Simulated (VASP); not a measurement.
A run of VASP 6.6.1 is set up as follows.

File INCAR:

```
ALGO = Fast
EDIFF = 1E-6
ENCUT = 520
GGA = PE
ISIF = 2
ISMEAR = 0
LASPH = T
LCHARG = F
LREAL = F
LWAVE = F
NBANDS = 10
NELM = 60
PREC = Accurate
SIGMA = 0.15
```

Contents of KPOINTS:

```
k-points
0
Gamma
  10 10 10
```

Contents of POSCAR:

```
Re
1.0
    0.0000000000      2.1958033605      1.5313532636
    2.1958033605      0.0000000000      1.5313532636
    2.1958033605      2.1958033605      0.0000000000
Re
1
Direct
    0.0000000000      0.0000000000      0.0000000000
```

Potentials or basis: VASP PAW PBE potentials, release 64 (Re).

Launch:

```bash
$ cat potpaw_PBE.64/Re/POTCAR > POTCAR
$ mpirun -np 1 vasp_std > vasp.out
```

(1) Estimate the pressure.

Answers

(1) 7.5 GPa.
